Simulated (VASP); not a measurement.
Crystal: Ge2Sb2Se.

```
Ge Sb Se
1.0
     4.52273    0.00000    0.00000
    -2.26137    3.91680    0.00000
     0.00000    0.00000    7.52955
Ge Sb Se
2 2 1
Cartesian
  0.0000 2.6112 1.9193
  2.2614 1.3056 5.6102
  0.0000 2.6112 4.7708
  2.2614 1.3056 2.7587
  0.0000 0.0000 0.0000
```

The cell was generated, and may not be a known phase.

* Program: VASP 6.6.1
* Task: relaxation of cell and atoms
* Functional: PBE
* Potentials or basis: VASP PAW PBE potentials, release 64 (Ge_d, Sb, Se)
* Cutoff: 600 eV
* k mesh: 6 × 6 × 2
* Occupations: gaussian, width 0.1 eV
* Spin: no spin polarisation

At the start: pressure 2.7 GPa; volume 26.68 Å³/atom.

Q: How do energy, volume and symmetry change on relaxing?

A: Over 16 steps the energy falls by 269.7 meV/atom and the volume is 24.78 Å³/atom (-7.1 %); space group P-3m1 (No. 164, to 0.1 Å) before and after.

The path:
```tsv
step	energy change (eV)	largest force (eV/Å)	pressure (GPa)	volume (Å³)
1	0.0000	1.5653	2.67	133.38
2	-0.2403	0.9412	-1.37	142.13
3	-0.2501	0.8188	-2.15	144.45
4	-0.4264	0.7698	-1.54	139.95
5	-0.7465	0.6015	1.26	127.50
6	-0.7535	0.8641	3.20	122.25
7	-0.7655	0.7427	2.41	124.58
8	-0.8579	0.7724	1.42	124.98
9	-0.9026	0.8006	0.28	125.48
10	-0.9679	0.7144	-0.12	126.04
11	-1.1254	0.4687	-1.14	127.64
12	-1.2746	0.1724	-2.17	130.41
13	-1.3197	0.4469	-0.28	125.53
14	-1.3200	0.4244	-0.40	125.88
15	-1.3359	0.2794	-0.35	125.19
16	-1.3485	0.0193	-0.06	123.88
```

Final structure:
```
Ge Sb Se
1.0
     3.98979    0.00000    0.00000
    -1.99490    3.45526    0.00000
     0.00000    0.00000    8.98634
Ge Sb Se
2 2 1
Direct
  0.33333 0.66667 0.18727
  0.66667 0.33333 0.81273
  0.33333 0.66667 0.61478
  0.66667 0.33333 0.38522
  0.00000 0.00000 0.00000
```

Caveat: the k points lie up to 0.35 Å⁻¹ apart in the final cell, too coarse for converged energies and pressures of a metal; a cell axis changed by over 15 % at a fixed basis, so the end point is rough.
